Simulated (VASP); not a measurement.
# HfO2 (Fm-3m) in VASP: single point with HSE06

Aim: the single point of HfO2 with HSE06.

Everything below comes from runs of VASP 6.6.1. Logs are shortened: lines on timing, memory, paths and dates and some standing lists are left out, and cuts for length are marked.

## Step 1: The cell of the first run

Symmetry: Fm-3m, No. 225, cubic system. Conventional cell: a = 5.058 Å, b = 5.058 Å, c = 5.058 Å, α = 90.00°, β = 90.00°, γ = 90.00°. Within 2.9 Å of Hf (site symmetry m-3m) lie 8 O at 2.19 Å. Within 2.9 Å of O (site symmetry -43m) lie 4 Hf at 2.19 Å and 6 O at 2.53 Å.

## Step 2: Single point, HSE06

POSCAR reads:

```
HfO2
1.0
    0.0000000000      2.5291823192      2.5291823192
    2.5291823192      0.0000000000      2.5291823192
    2.5291823192      2.5291823192      0.0000000000
Hf O
1 2
Direct
    0.0000000000      0.0000000000      0.0000000000
    0.2500000000      0.2500000000      0.2500000000
    0.7500000000      0.7500000000      0.7500000000
```

INCAR.step1 reads:

```
PREC = Accurate ; ENCUT = 520
EDIFF = 1E-5 ; ISMEAR = 0
SIGMA = 0.01 ; LREAL = False
LASPH = True ; NELM = 60
ALGO = Normal ; ISIF = 2
LWAVE = True ; LCHARG = False
GGA = PE ; NBANDS = 18
```

INCAR.step2 reads:

```
PREC = Accurate ; ENCUT = 520
EDIFF = 1E-6 ; ISMEAR = 0
SIGMA = 0.01 ; LREAL = False
LASPH = True ; NELM = 60
ALGO = Normal ; ISIF = 2
LWAVE = False ; LCHARG = False
GGA = PE ; LHFCALC = True
HFSCREEN = 0.2079 ; PRECFOCK = Normal
ISTART = 1 ; NBANDS = 18
```

KPOINTS reads:

```
regular mesh
0
Gamma
  6 6 6
```

Potentials or basis: VASP PAW PBE potentials, release 64 (Hf_pv, O).

Launch:

```console
cat potpaw_PBE.64/Hf_pv/POTCAR potpaw_PBE.64/O/POTCAR > POTCAR
cp INCAR.step1 INCAR
mpirun -np 1 vasp_std > vasp.out
cp INCAR.step2 INCAR
mpirun -np 1 vasp_std > vasp.out
```

OUTCAR:

```text
PREC = Accurate
   ENCUT = 520
   EDIFF = 1E-6
   ISMEAR = 0
   LREAL = False
   LASPH = True
   NELM = 60
   ISIF = 2
   GGA = PE
   LHFCALC = True
   HFSCREEN = 0.2079
   PRECFOCK = Normal
   ISTART = 1

 ion  position               nearest neighbor table
   1  0.000  0.000  0.000-   3 2.19   3 2.19   3 2.19   2 2.19   3 2.19   2 2.19   2 2.19   2 2.19

   2  0.250  0.250  0.250-   1 2.19   1 2.19   1 2.19   1 2.19
   3  0.750  0.750  0.750-   1 2.19   1 2.19   1 2.19   1 2.19

  LATTYP: Found a face centered cubic cell.
 ALAT       =     5.0583646384

  Lattice vectors:

 A1 = (   0.0000000000,   2.5291823192,   2.5291823192)
 A2 = (   2.5291823192,   0.0000000000,   2.5291823192)
 A3 = (   2.5291823192,   2.5291823192,   0.0000000000)

Analysis of symmetry for initial positions (statically):
=====================================================================
 Subroutine PRICEL returns:
 Original cell was already a primitive cell.

 Routine SETGRP: Setting up the symmetry group for a
 face centered cubic supercell.

 Subroutine GETGRP returns: Found 48 space group operations
 (whereof 48 operations were pure point group operations)
 out of a pool of 48 trial point group operations.

The static configuration has the point symmetry O_h .

Analysis of symmetry for dynamics (positions and initial velocities):
=====================================================================
 Subroutine PRICEL returns:
 Original cell was already a primitive cell.

 Routine SETGRP: Setting up the symmetry group for a
 face centered cubic supercell.

 Subroutine GETGRP returns: Found 48 space group operations
 (whereof 48 operations were pure point group operations)
 out of a pool of 48 trial point group operations.

The dynamic configuration has the point symmetry O_h .

 Subroutine INISYM returns: Found 48 space group operations
 (whereof 48 operations are pure point group operations),
 and found     1 'primitive' translations

----------------------------------------------------------------------------------------

                                     Primitive cell

  volume of cell :      32.3572

  direct lattice vectors                    reciprocal lattice vectors
     0.000000000  2.529182319  2.529182319    -0.197692351  0.197692351  0.197692351
     2.529182319  0.000000000  2.529182319     0.197692351 -0.197692351  0.197692351
     2.529182319  2.529182319  0.000000000     0.197692351  0.197692351 -0.197692351

  length of vectors
     3.576803938  3.576803938  3.576803938     0.342413197  0.342413197  0.342413197

  position of ions in fractional coordinates (direct lattice)
     0.000000000  0.000000000  0.000000000
     0.250000000  0.250000000  0.250000000
     0.750000000  0.750000000  0.750000000

  ion indices of the primitive-cell ions
   primitive index   ion index
                 1           1
                 2           2
                 3           3

----------------------------------------------------------------------------------------

 KPOINTS: regular mesh

Automatic generation of k-mesh.
 Grid dimensions read from file:
 generate k-points for:    6    6    6

 Generating k-lattice:

  Cartesian coordinates                     Fractional coordinates (reciprocal lattice)
    -0.032948725  0.032948725  0.032948725     0.166666667  0.000000000  0.000000000
     0.032948725 -0.032948725  0.032948725     0.000000000  0.166666667  0.000000000
     0.032948725  0.032948725 -0.032948725     0.000000000  0.000000000  0.166666667

  Length of vectors
     0.057068866  0.057068866  0.057068866

  Shift w.r.t. Gamma in fractional coordinates (k-lattice)
     0.000000000  0.000000000  0.000000000

 Subroutine IBZKPT returns following result:
 ===========================================

 Found     16 irreducible k-points:

 Following reciprocal coordinates:
            Coordinates               Weight
  0.000000  0.000000  0.000000      1.000000
  0.166667  0.000000  0.000000      8.000000
  0.333333  0.000000  0.000000      8.000000
  0.500000  0.000000  0.000000      4.000000
  0.166667  0.166667  0.000000      6.000000
  0.333333  0.166667  0.000000     24.000000
[... 8 lines left out ...]
 -0.333333  0.333333  0.166667     24.000000
 -0.333333  0.500000  0.166667     12.000000
   k-points           NKPTS =     16   k-points in BZ     NKDIM =    216   number of bands    NBANDS=     18
   number of dos      NEDOS =    301   number of ions     NIONS =      3
   total plane-waves  NPLWV =  21952
   dimension x,y,z NGX =    28 NGY =   28 NGZ =   28
   dimension x,y,z NGXF=    56 NGYF=   56 NGZF=   56
   ions per type =               1   2
   NGX,Y,Z   is equivalent  to a cutoff of  13.01, 13.01, 13.01 a.u.
   NGXF,Y,Z  is equivalent  to a cutoff of  26.03, 26.03, 26.03 a.u.
 SYSTEM =  unknown system
   PREC   = accura    normal or accurate (medium, high low for compatibility)
   ISTART =      1    job   : 0-new  1-cont  2-samecut
   ICHARG =      0    charge: 1-file 2-atom 10-const
   ISPIN  =      1    spin polarized calculation?
   LNONCOLLINEAR =      F non collinear calculations
   LSORBIT =      F    spin-orbit coupling
   LASPH  =      T    aspherical Exc in radial PAW
   ENCUT  =  520.0 eV  38.22 Ry    6.18 a.u.   6.65  6.65  6.65*2*pi/ulx,y,z
   NELM   =     60;   NELMIN=  2; NELMDL=  0     # of ELM steps
   EDIFF  = 0.1E-05   stopping-criterion for ELM
   LREAL  =      F    real-space projection
   EDIFFG = 0.1E-04   stopping-criterion for IOM
   NSW    =      0    number of steps for IOM
   IBRION =     -1    ionic relax: 0-MD 1-quasi-New 2-CG
   NFREE  =      0    steps in history (QN), initial steepest desc. (CG)
   ISIF   =      2    stress and relaxation
   ISYM   =      3    0-nonsym 1-usesym 2-fastsym
   POTIM  = 0.5000    time-step for ionic-motion
   TEBEG  =    0.0;   TEEND  =   0.0 temperature during run
   PSTRESS=    0.0 pullay stress
   NELECT =      22.0000    total number of electrons
   NUPDOWN=      -1.0000    fix difference up-down
   EMIN   =  10.00;   EMAX   =-10.00  energy-range for DOS
   EFERMI =   0.00;   METHOD = LEGACY
   ISMEAR =     0;   SIGMA  =   0.01  broadening in eV -4-tet -1-fermi 0-gaus
   EFERMI_NEDOS =   21; number of points for ismear=-14 and -15
   IALGO  =     38    algorithm
   IMIX   =      1    mixing-type and parameters
     AMIX     =   0.40;   BMIX     =  1.00
     AMIX_MAG =   1.60;   BMIX_MAG =  1.00
  volume/ion in A,a.u.               =      10.79        72.79
  Fermi-wavevector in a.u.,A,eV,Ry     =   1.439546  2.720348 28.195259  2.072293
  Thomas-Fermi vector in A             =   2.558390
   LORBIT       =      0    0 simple, 1 ext, 2 COOP (PROOUT), +10 PAW based schemes
   GGA     = PE    functional components
   LHFCALC =     T    Hartree Fock is set to
   PRECFOCK=normal    Normal, Fast or Accurate (Low or Medium for compatibility)
   ENCUT4O =  -1.0   cutoff for four orbital integrals eV
   NKREDX  =     1    reduce k-point grid by
   NKREDY  =     1    reduce k-point grid by
   NKREDZ  =     1    reduce k-point grid by
   AEXX    =    0.2500 exact exchange contribution
   HFSCREEN=    0.2079 screening length (either q_TF or 0.3 A-1)
   HFSCREENC=   0.2079 screening length for correlation (either q_TF or 0.3 A-1)
   ENCUTFOCK=  -1.0 apply spherical cutoff to Coloumb kernel
   IVDW    =     0    specifies the selected vdW correction
   LEPSILON=     F    determine dielectric tensor
   LRPA    =     F    only Hartree local field effects (RPA)
 non-spin polarized calculation
 Gauss-broadening in eV      SIGMA  =   0.01
  energy-cutoff  :      520.00
  volume of cell :       32.36
 maximum number of plane-waves:       893
 NGX is ok and might be reduce to    28
  NGX = 20; NGY = 20; NGZ = 20

 number of electron      21.9999992 magnetization

 Free energy of the ion-electron system (eV)
  ---------------------------------------------------
  ext. energy  EPLUGINS =         0.00000000
  ---------------------------------------------------
  free energy    TOTEN  =       -36.26097317 eV

  energy without entropy =      -36.26097317  energy(sigma->0) =      -36.26097317

 E-fermi :   3.3645     XC(G=0):  -9.7260

 val. band max:        3.2929594150   @ k =   0.5000   0.5000   0.0000
 cond. band min:       8.6571192368   @ k =   0.5000   0.5000   0.0000
 fundamental gap:      5.3641598218
 Fermi energy:         3.3644554365

 k-point     1 :       0.0000    0.0000    0.0000
  band No.  band energies     occupation
      1     -27.8776      2.00000
      2     -27.8776      2.00000
      3     -27.8776      2.00000
      4     -17.2034      2.00000
      5     -13.9661      2.00000
      6      -2.5350      2.00000
[... 10 lines left out ...]
     17      15.7560      0.00000
     18      18.9271      0.00000

 k-point     2 :       0.1667    0.0000    0.0000
  band No.  band energies     occupation
      1     -28.0205      2.00000
      2     -27.8934      2.00000
      3     -27.8934      2.00000
      4     -16.8093      2.00000
      5     -14.2663      2.00000
      6      -2.2516      2.00000
[... 10 lines left out ...]
     17      15.2593      0.00000
     18      18.5954      0.00000

 k-point     3 :       0.3333    0.0000    0.0000
  band No.  band energies     occupation
      1     -28.2870      2.00000
      2     -27.9249      2.00000
      3     -27.9249      2.00000
      4     -16.1021      2.00000
      5     -14.6633      2.00000
      6      -1.6641      2.00000
[... 10 lines left out ...]
     17      14.7525      0.00000
     18      17.4801      0.00000

 k-point     4 :       0.5000    0.0000    0.0000
  band No.  band energies     occupation
      1     -28.4119      2.00000
      2     -27.9406      2.00000
      3     -27.9406      2.00000
      4     -15.8965      2.00000
      5     -14.6545      2.00000
      6      -1.3747      2.00000
[... 10 lines left out ...]
     17      14.6221      0.00000
     18      18.0249      0.00000

 k-point     5 :       0.1667    0.1667    0.0000
  band No.  band energies     occupation
      1     -28.0316      2.00000
      2     -27.9166      2.00000
      3     -27.9166      2.00000
      4     -16.6628      2.00000
      5     -14.3724      2.00000
      6      -2.2073      2.00000
[... 10 lines left out ...]
     17      15.1034      0.00000
     18      18.4992      0.00000

 k-point     6 :       0.3333    0.1667    0.0000
  band No.  band energies     occupation
      1     -28.2250      2.00000
      2     -27.9643      2.00000
      3     -27.9517      2.00000
      4     -15.9968      2.00000
      5     -14.7654      2.00000
      6      -1.7656      2.00000
[... 10 lines left out ...]
     17      15.0006      0.00000
     18      18.3898      0.00000

 k-point     7 :       0.5000    0.1667    0.0000
  band No.  band energies     occupation
      1     -28.3610      2.00000
      2     -28.0287      2.00000
      3     -27.9636      2.00000
      4     -15.6449      2.00000
      5     -14.8126      2.00000
      6      -1.8346      2.00000
[... 10 lines left out ...]
     17      15.5780      0.00000
     18      18.3115      0.00000

 k-point     8 :      -0.3333    0.1667    0.0000
  band No.  band energies     occupation
      1     -28.3176      2.00000
      2     -28.0435      2.00000
      3     -27.9406      2.00000
      4     -15.7070      2.00000
      5     -14.8324      2.00000
      6      -1.9487      2.00000
[... 10 lines left out ...]
     17      15.7263      0.00000
     18      18.1149      0.00000
[... 61 lines left out ...]
     17      16.9393      0.00000
     18      18.9252      0.00000

 k-point    12 :      -0.3333    0.3333    0.0000
  band No.  band energies     occupation
      1     -28.2586      2.00000
      2     -28.2231      2.00000
      3     -27.9828      2.00000
      4     -15.2917      2.00000
      5     -14.9712      2.00000
      6      -2.5587      2.00000
[... 10 lines left out ...]
     17      17.1443      0.00000
     18      18.9393      0.00000

 k-point    13 :       0.5000    0.5000    0.0000
  band No.  band energies     occupation
      1     -28.4419      2.00000
      2     -28.0317      2.00000
      3     -28.0317      2.00000
      4     -15.3540      2.00000
      5     -14.8195      2.00000
      6      -3.6984      2.00000
[... 10 lines left out ...]
     17      18.4120      0.00000
     18      18.9278      0.00000

 k-point    14 :       0.5000    0.3333    0.1667
  band No.  band energies     occupation
      1     -28.2965      2.00000
      2     -28.0839      2.00000
      3     -27.9767      2.00000
      4     -15.4269      2.00000
      5     -15.0259      2.00000
      6      -2.0715      2.00000
[... 10 lines left out ...]
     17      16.1413      0.00000
     18      18.9655      0.00000

 k-point    15 :      -0.3333    0.3333    0.1667
  band No.  band energies     occupation
      1     -28.2962      2.00000
      2     -28.1692      2.00000
      3     -27.9991      2.00000
      4     -15.2877      2.00000
      5     -14.9757      2.00000
      6      -2.0574      2.00000
[... 10 lines left out ...]
     17      16.9509      0.00000
     18      18.9949      0.00000

 k-point    16 :      -0.3333    0.5000    0.1667
  band No.  band energies     occupation
      1     -28.3433      2.00000
      2     -28.1384      2.00000
      3     -28.0333      2.00000
      4     -15.2146      2.00000
      5     -14.9478      2.00000
      6      -3.0504      2.00000
[... 10 lines left out ...]
     17      18.2363      0.00000
     18      18.9252      0.00000

------------------------ aborting loop because EDIFF is reached ----------------------------------------

  FORCE on cell =-STRESS in cart. coord.  units (eV):
  Direction    XX          YY          ZZ          XY          YZ          ZX
  --------------------------------------------------------------------------------------
  -------------------------------------------------------------------------------------
  Total       -1.0661512     -1.0661512     -1.0661512      0.0000000      0.0000000     -0.0000000
  in kB      -52.7908896    -52.7908896    -52.7908896      0.0000000      0.0000000     -0.0000000
  external PRESSURE =     -52.7908896 kB  Pullay stress =       0.0000000 kB

 VOLUME and BASIS-vectors are now :
 -----------------------------------------------------------------------------
  energy-cutoff  :      520.00
  volume of cell :       32.36
      direct lattice vectors                 reciprocal lattice vectors
     0.000000000  2.529182319  2.529182319    -0.197692351  0.197692351  0.197692351
     2.529182319  0.000000000  2.529182319     0.197692351 -0.197692351  0.197692351
     2.529182319  2.529182319  0.000000000     0.197692351  0.197692351 -0.197692351

 POSITION                                       TOTAL-FORCE (eV/Angst)
 -----------------------------------------------------------------------------------
      0.00000      0.00000      0.00000         0.000000      0.000000      0.000000
      1.26459      1.26459      1.26459         0.000000     -0.000000     -0.000000
      3.79377      3.79377      3.79377        -0.000000     -0.000000      0.000000
 -----------------------------------------------------------------------------------
    total drift:                               -0.000000     -0.000000     -0.000000

  FREE ENERGIE OF THE ION-ELECTRON SYSTEM (eV)
  ---------------------------------------------------
  free  energy   TOTEN  =       -36.2609731717 eV

  energy  without entropy=      -36.2609731717  energy(sigma->0) =      -36.26097317
```

Run time: 38 min. Hardware: 1 thread of AMD EPYC 7R13 (Zen 3), shared host; peak memory 0.25 GiB.

Results:

- Free energy: -36.2610 eV
- Pressure: -5.3 GPa
- Band gap on the k mesh: 5.36 eV, direct

Levels at points of the mesh, in eV from the valence-band top:
```
           k point  band 7  band 8  band 9  band 10  band 11  band 12  band 13  band 14  band 15  band 16
(0.00, 0.00, 0.00)   -5.83   -5.83   -0.67    -0.67    -0.67     5.49     5.49     7.47    12.46    12.46
(0.50, 0.00, 0.00)   -4.67   -3.31   -2.97    -2.03    -2.03     6.27     6.27     8.73    10.72    11.33
(0.50, 0.50, 0.00)   -3.81   -3.81   -1.66    -1.66     0.00     5.36     7.30     8.36     9.95     9.95
```

Caveat: the PAW data sets were made with another functional, which shifts forces and pressure a little; spin-orbit coupling is left out, which moves the levels of the heavy elements.
